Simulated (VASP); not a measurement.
# AlN (Fm-3m) in VASP: notebook

The runs below take AlN through single point, with PBE, LDA.

Program: VASP 6.6.1. These are calculated values, not measurements. Logs are shortened: lines on timing, memory, paths and dates and some standing lists are left out, and cuts for length are marked.

## 1. The cell of the first run

Symmetry: Fm-3m, No. 225, cubic system. The conventional cell has a = 4.118 Å, b = 4.118 Å, c = 4.118 Å, α = 90.00°, β = 90.00°, γ = 90.00°. Al (site symmetry m-3m) has 6 N at 2.06 Å within 2.7 Å. Within 2.7 Å of N (site symmetry m-3m) lie 6 Al at 2.06 Å.

## 2. Single point, PBE (strained)

Input file INCAR:

```
SYSTEM = AlN
  PREC = Accurate
  ENCUT = 600
  EDIFF = 1E-6
  ISMEAR = 0
  SIGMA = 0.02
  LREAL = .FALSE.
  LASPH = .TRUE.
  NELM = 120
  ALGO = Normal
  ISIF = 2
  LWAVE = .FALSE.
  LCHARG = .FALSE.
  GGA = PE
  NBANDS = 11
  GGA_COMPAT = .FALSE.
```

Input file KPOINTS:

```
regular mesh
0
G
  10 10 10
  0 0 0
```

Input file POSCAR:

```
AlN
1.0
    0.0000000000      2.0587694546      2.0587694546
    2.0587694546      0.0000000000      2.0587694546
    2.0587694546      2.0587694546      0.0000000000
Al N
1 1
Direct
    0.5000000000      0.5000000000      0.5000000000
    0.0000000000      0.0000000000      0.0000000000
```

Potentials or basis: VASP PAW PBE potentials, release 64 (Al, N).

On the command line:

```
cat potpaw_PBE.64/Al/POTCAR potpaw_PBE.64/N/POTCAR > POTCAR
mpirun -np 1 vasp_std > vasp.out
```

OUTCAR:

```text
SYSTEM = AlN
   PREC = Accurate
   ENCUT = 600
   EDIFF = 1E-6
   ISMEAR = 0
   LREAL = .FALSE.
   LASPH = .TRUE.
   NELM = 120
   ISIF = 2
   GGA = PE

 ion  position               nearest neighbor table
   1  0.500  0.500  0.500-   2 2.06   2 2.06   2 2.06   2 2.06   2 2.06   2 2.06
   2  0.000  0.000  0.000-   1 2.06   1 2.06   1 2.06   1 2.06   1 2.06   1 2.06

  LATTYP: Found a face centered cubic cell.
 ALAT       =     4.1175389092

  Lattice vectors:

 A1 = (   0.0000000000,   2.0587694546,   2.0587694546)
 A2 = (   2.0587694546,   0.0000000000,   2.0587694546)
 A3 = (   2.0587694546,   2.0587694546,   0.0000000000)

Analysis of symmetry for initial positions (statically):
=====================================================================
 Subroutine PRICEL returns:
 Original cell was already a primitive cell.

 Routine SETGRP: Setting up the symmetry group for a
 face centered cubic supercell.

 Subroutine GETGRP returns: Found 48 space group operations
 (whereof 48 operations were pure point group operations)
 out of a pool of 48 trial point group operations.

The static configuration has the point symmetry O_h .

Analysis of symmetry for dynamics (positions and initial velocities):
=====================================================================
 Subroutine PRICEL returns:
 Original cell was already a primitive cell.

 Routine SETGRP: Setting up the symmetry group for a
 face centered cubic supercell.

 Subroutine GETGRP returns: Found 48 space group operations
 (whereof 48 operations were pure point group operations)
 out of a pool of 48 trial point group operations.

The dynamic configuration has the point symmetry O_h .

 Subroutine INISYM returns: Found 48 space group operations
 (whereof 48 operations are pure point group operations),
 and found     1 'primitive' translations

----------------------------------------------------------------------------------------

                                     Primitive cell

  volume of cell :      17.4523

  direct lattice vectors                    reciprocal lattice vectors
     0.000000000  2.058769455  2.058769455    -0.242863522  0.242863522  0.242863522
     2.058769455  0.000000000  2.058769455     0.242863522 -0.242863522  0.242863522
     2.058769455  2.058769455  0.000000000     0.242863522  0.242863522 -0.242863522

  length of vectors
     2.911539684  2.911539684  2.911539684     0.420651959  0.420651959  0.420651959

  position of ions in fractional coordinates (direct lattice)
     0.500000000  0.500000000  0.500000000
     0.000000000  0.000000000  0.000000000

  ion indices of the primitive-cell ions
   primitive index   ion index
                 1           1
                 2           2

----------------------------------------------------------------------------------------

 KPOINTS: regular mesh

Automatic generation of k-mesh.
 Grid dimensions read from file:
 generate k-points for:   10   10   10

 Generating k-lattice:

  Cartesian coordinates                     Fractional coordinates (reciprocal lattice)
    -0.024286352  0.024286352  0.024286352     0.100000000  0.000000000  0.000000000
     0.024286352 -0.024286352  0.024286352     0.000000000  0.100000000  0.000000000
     0.024286352  0.024286352 -0.024286352     0.000000000  0.000000000  0.100000000

  Length of vectors
     0.042065196  0.042065196  0.042065196

  Shift w.r.t. Gamma in fractional coordinates (k-lattice)
     0.000000000  0.000000000  0.000000000

 Subroutine IBZKPT returns following result:
 ===========================================

 Found     47 irreducible k-points:

 Following reciprocal coordinates:
            Coordinates               Weight
  0.000000  0.000000  0.000000      1.000000
  0.100000  0.000000  0.000000      8.000000
  0.200000  0.000000  0.000000      8.000000
  0.300000  0.000000  0.000000      8.000000
  0.400000  0.000000  0.000000      8.000000
  0.500000  0.000000  0.000000      4.000000
[... 16 lines left out ...]
  0.300000  0.300000  0.000000      6.000000
  0.400000  0.300000  0.000000     24.000000
 [... further k-points ...]
   k-points           NKPTS =     47   k-points in BZ     NKDIM =     47   number of bands    NBANDS=     11
   number of dos      NEDOS =    301   number of ions     NIONS =      2
   total plane-waves  NPLWV =  13824
   dimension x,y,z NGX =    24 NGY =   24 NGZ =   24
   dimension x,y,z NGXF=    48 NGYF=   48 NGZF=   48
   ions per type =               1   1
   NGX,Y,Z   is equivalent  to a cutoff of  13.70, 13.70, 13.70 a.u.
   NGXF,Y,Z  is equivalent  to a cutoff of  27.41, 27.41, 27.41 a.u.
 SYSTEM =  AlN
   PREC   = accura    normal or accurate (medium, high low for compatibility)
   ISTART =      0    job   : 0-new  1-cont  2-samecut
   ICHARG =      2    charge: 1-file 2-atom 10-const
   ISPIN  =      1    spin polarized calculation?
   LNONCOLLINEAR =      F non collinear calculations
   LSORBIT =      F    spin-orbit coupling
   LASPH  =      T    aspherical Exc in radial PAW
   ENCUT  =  600.0 eV  44.10 Ry    6.64 a.u.   5.82  5.82  5.82*2*pi/ulx,y,z
   NELM   =    120;   NELMIN=  2; NELMDL= -5     # of ELM steps
   EDIFF  = 0.1E-05   stopping-criterion for ELM
   LREAL  =      F    real-space projection
   EDIFFG = 0.1E-04   stopping-criterion for IOM
   NSW    =      0    number of steps for IOM
   IBRION =     -1    ionic relax: 0-MD 1-quasi-New 2-CG
   NFREE  =      0    steps in history (QN), initial steepest desc. (CG)
   ISIF   =      2    stress and relaxation
   ISYM   =      2    0-nonsym 1-usesym 2-fastsym
   POTIM  = 0.5000    time-step for ionic-motion
   TEBEG  =    0.0;   TEEND  =   0.0 temperature during run
   PSTRESS=    0.0 pullay stress
   NELECT =       8.0000    total number of electrons
   NUPDOWN=      -1.0000    fix difference up-down
   EMIN   =  10.00;   EMAX   =-10.00  energy-range for DOS
   EFERMI =   0.00;   METHOD = LEGACY
   ISMEAR =     0;   SIGMA  =   0.02  broadening in eV -4-tet -1-fermi 0-gaus
   EFERMI_NEDOS =   21; number of points for ismear=-14 and -15
   IALGO  =     38    algorithm
   IMIX   =      4    mixing-type and parameters
     AMIX     =   0.40;   BMIX     =  1.00
     AMIX_MAG =   1.60;   BMIX_MAG =  1.00
  volume/ion in A,a.u.               =       8.73        58.89
  Fermi-wavevector in a.u.,A,eV,Ry     =   1.262274  2.385353 21.678662  1.593337
  Thomas-Fermi vector in A             =   2.395691
   LORBIT       =      0    0 simple, 1 ext, 2 COOP (PROOUT), +10 PAW based schemes
   GGA     = PE    functional components
   LHFCALC =     F    Hartree Fock is set to
   AEXX    =    0.0000 exact exchange contribution
   IVDW    =     0    specifies the selected vdW correction
   LEPSILON=     F    determine dielectric tensor
   LRPA    =     F    only Hartree local field effects (RPA)
 non-spin polarized calculation
 Gauss-broadening in eV      SIGMA  =   0.02
  energy-cutoff  :      600.00
  volume of cell :       17.45
 maximum number of plane-waves:       594
   NGX = 11   NGY = 11   NGZ = 11

 number of electron       8.0000001 magnetization

 Free energy of the ion-electron system (eV)
  ---------------------------------------------------
  ext. energy  EPLUGINS =         0.00000000
  ---------------------------------------------------
  free energy    TOTEN  =       -14.53179584 eV

  energy without entropy =      -14.53179584  energy(sigma->0) =      -14.53179584

 E-fermi :   9.4790     XC(G=0): -12.0324

 val. band max:        9.2710762121   @ k =   0.0000   0.0000   0.0000
 cond. band min:      13.3628611503   @ k =   0.5000   0.5000   0.0000
 fundamental gap:      4.0917849381
 Fermi energy:         9.4790112372

 k-point     1 :       0.0000    0.0000    0.0000
  band No.  band energies     occupation
      1      -7.7971      2.00000
      2       9.2711      2.00000
      3       9.2711      2.00000
      4       9.2711      2.00000
      5      14.1837      0.00000
      6      21.2600      0.00000
      7      21.2600      0.00000
      8      21.2600      0.00000
      9      26.2556      0.00000
     10      26.6606      0.00000
     11      26.6606      0.00000

 k-point     2 :       0.1000    0.0000    0.0000
  band No.  band energies     occupation
      1      -7.6026      2.00000
      2       8.2528      2.00000
      3       9.1604      2.00000
      4       9.1604      2.00000
      5      14.8500      0.00000
      6      20.3512      0.00000
      7      21.5281      0.00000
      8      21.5281      0.00000
      9      24.9306      0.00000
     10      24.9306      0.00000
     11      26.7671      0.00000

 k-point     3 :       0.2000    0.0000    0.0000
  band No.  band energies     occupation
      1      -7.0378      2.00000
      2       6.1746      2.00000
      3       8.8913      2.00000
      4       8.8913      2.00000
      5      15.6239      0.00000
      6      19.7131      0.00000
      7      21.5712      0.00000
      8      21.5712      0.00000
      9      24.4364      0.00000
     10      24.4364      0.00000
     11      26.0594      0.00000

 k-point     4 :       0.3000    0.0000    0.0000
  band No.  band energies     occupation
      1      -6.1770      2.00000
      2       3.9505      2.00000
      3       8.5921      2.00000
      4       8.5921      2.00000
      5      15.5263      0.00000
      6      20.4202      0.00000
      7      20.7551      0.00000
      8      20.7551      0.00000
      9      25.2997      0.00000
     10      25.9344      0.00000
     11      25.9344      0.00000
[... 239 lines left out ...]
 k-point    22 :      -0.2000    0.2000    0.0000
  band No.  band energies     occupation
      1      -5.8988      2.00000
      2       4.4435      2.00000
      3       6.5030      2.00000
      4       8.6601      2.00000
      5      17.3761      0.00000
      6      19.0405      0.00000
      7      19.5027      0.00000
      8      21.2661      0.00000
      9      24.0247      0.00000
     10      27.8361      0.00000
     11      28.9176      0.00000

 k-point    23 :       0.3000    0.3000    0.0000
  band No.  band energies     occupation
      1      -5.6698      2.00000
      2       4.6048      2.00000
      3       7.3555      2.00000
      4       7.3555      2.00000
      5      15.5792      0.00000
      6      16.0088      0.00000
      7      20.4089      0.00000
      8      24.2624      0.00000
      9      24.2624      0.00000
     10      29.3058      0.00000
     11      32.5668      0.00000

 k-point    24 :       0.4000    0.3000    0.0000
  band No.  band energies     occupation
      1      -4.9658      2.00000
      2       3.6383      2.00000
      3       6.6206      2.00000
      4       7.1112      2.00000
      5      14.9938      0.00000
      6      16.0869      0.00000
      7      20.8685      0.00000
      8      24.2019      0.00000
      9      24.8990      0.00000
     10      30.5053      0.00000
     11      33.2538      0.00000

 [... further k-points ...]

------------------------ aborting loop because EDIFF is reached ----------------------------------------

  FORCE on cell =-STRESS in cart. coord.  units (eV):
  Direction    XX          YY          ZZ          XY          YZ          ZX
  --------------------------------------------------------------------------------------
  -------------------------------------------------------------------------------------
  Total       -0.9248074     -0.9248074     -0.9248074     -0.0000000     -0.0000000     -0.0000000
  in kB      -84.9002061    -84.9002061    -84.9002061     -0.0000000     -0.0000000     -0.0000000
  external PRESSURE =     -84.9002061 kB  Pullay stress =       0.0000000 kB

 VOLUME and BASIS-vectors are now :
 -----------------------------------------------------------------------------
  energy-cutoff  :      600.00
  volume of cell :       17.45
      direct lattice vectors                 reciprocal lattice vectors
     0.000000000  2.058769455  2.058769455    -0.242863522  0.242863522  0.242863522
     2.058769455  0.000000000  2.058769455     0.242863522 -0.242863522  0.242863522
     2.058769455  2.058769455  0.000000000     0.242863522  0.242863522 -0.242863522

 POSITION                                       TOTAL-FORCE (eV/Angst)
 -----------------------------------------------------------------------------------
      2.05877      2.05877      2.05877         0.000000     -0.000000      0.000000
      0.00000      0.00000      0.00000        -0.000000      0.000000      0.000000
 -----------------------------------------------------------------------------------
    total drift:                                0.000000     -0.000000     -0.000000

  FREE ENERGIE OF THE ION-ELECTRON SYSTEM (eV)
  ---------------------------------------------------
  free  energy   TOTEN  =       -14.5317958418 eV

  energy  without entropy=      -14.5317958418  energy(sigma->0) =      -14.53179584
```

Run time: 18 s. Hardware: 1 thread of AMD EPYC 7R13, shared host; peak memory 0.11 GiB.

What came out:

* Free energy: -14.5318 eV
* Pressure: -8.5 GPa
* Band gap on the k mesh: 4.09 eV, indirect (least direct gap 4.91 eV)

Levels at points of the mesh, in eV from the valence-band top:
| k point | band 2 | band 3 | band 4 | band 5 | band 6 | band 7 |
| --- | --- | --- | --- | --- | --- | --- |
| (0.00, 0.00, 0.00) | 0.00 | 0.00 | 0.00 | 4.91 | 11.99 | 11.99 |
| (0.50, 0.00, 0.00) | -7.96 | -0.98 | -0.98 | 5.79 | 10.56 | 10.56 |
| (0.50, 0.50, 0.00) | -7.02 | -2.66 | -2.66 | 4.09 | 5.39 | 13.39 |

Caveat: the cell differs from its parent crystal (strained). A k mesh can miss the band edges.

## 3. Single point, PBE (strained)

Input file INCAR:

```
  PREC = Accurate
  ENCUT = 600
  EDIFF = 1E-6
  ISMEAR = 0
  SIGMA = 0.02
  LREAL = F
  LASPH = T
  NELM = 120
  ALGO = Normal
  ISIF = 2
  LWAVE = F
  LCHARG = T
  GGA = PE
  LELF = T
  LVHAR = T
  NBANDS = 11
  GGA_COMPAT = F
```

Input file KPOINTS:

```
Automatic mesh
0
Gamma
  10 10 10
```

Input file POSCAR:

```
AlN
1.0
    0.0000000000      2.0974659869      2.0974659869
    2.0974659869      0.0000000000      2.0974659869
    2.0974659869      2.0974659869      0.0000000000
Al N
1 1
Direct
    0.5000000000      0.5000000000      0.5000000000
    0.0000000000      0.0000000000      0.0000000000
```

Potentials or basis: VASP PAW PBE potentials, release 64 (Al, N).

On the command line:

```
cat potpaw_PBE.64/Al/POTCAR potpaw_PBE.64/N/POTCAR > POTCAR
mpirun -np 1 vasp_std > vasp.out
```

OUTCAR:

```text
PREC = Accurate
   ENCUT = 600
   EDIFF = 1E-6
   ISMEAR = 0
   LREAL = F
   LASPH = T
   NELM = 120
   ISIF = 2
   GGA = PE

 ion  position               nearest neighbor table
   1  0.500  0.500  0.500-   2 2.10   2 2.10   2 2.10   2 2.10   2 2.10   2 2.10
   2  0.000  0.000  0.000-   1 2.10   1 2.10   1 2.10   1 2.10   1 2.10   1 2.10

  LATTYP: Found a face centered cubic cell.
 ALAT       =     4.1949319738

  Lattice vectors:

[... 520 lines left out ...]

 [... further k-points ...]

------------------------ aborting loop because EDIFF is reached ----------------------------------------

  FORCE on cell =-STRESS in cart. coord.  units (eV):
  Direction    XX          YY          ZZ          XY          YZ          ZX
  --------------------------------------------------------------------------------------
  -------------------------------------------------------------------------------------
  Total       -2.2232433     -2.2232433     -2.2232433      0.0000000      0.0000000     -0.0000000
  in kB     -193.0113286   -193.0113286   -193.0113286      0.0000000      0.0000000     -0.0000000
  external PRESSURE =    -193.0113286 kB  Pullay stress =       0.0000000 kB

 VOLUME and BASIS-vectors are now :
 -----------------------------------------------------------------------------
  energy-cutoff  :      600.00
  volume of cell :       18.46
      direct lattice vectors                 reciprocal lattice vectors
     0.000000000  2.097465987  2.097465987    -0.238382888  0.238382888  0.238382888
     2.097465987  0.000000000  2.097465987     0.238382888 -0.238382888  0.238382888
     2.097465987  2.097465987  0.000000000     0.238382888  0.238382888 -0.238382888

 POSITION                                       TOTAL-FORCE (eV/Angst)
 -----------------------------------------------------------------------------------
      2.09747      2.09747      2.09747         0.000000     -0.000000     -0.000000
      0.00000      0.00000      0.00000        -0.000000      0.000000      0.000000
 -----------------------------------------------------------------------------------
    total drift:                                0.000000     -0.000000     -0.000000

  FREE ENERGIE OF THE ION-ELECTRON SYSTEM (eV)
  ---------------------------------------------------
  free  energy   TOTEN  =       -14.4448236736 eV

  energy  without entropy=      -14.4448236736  energy(sigma->0) =      -14.44482367
```

Run time: 18 s. Hardware: 1 thread of AMD EPYC 7R13, shared host; peak memory 0.11 GiB.

What came out:

| Quantity | Value |
| --- | --- |
| Free energy | -14.4448 eV |
| Pressure | -19.3 GPa |
| Band gap on the k mesh | 3.59 eV, indirect (least direct gap 4.17 eV) |

Caveat: the cell differs from its parent crystal (strained). A k mesh can miss the band edges.

(Continued in part 2 of 2.)
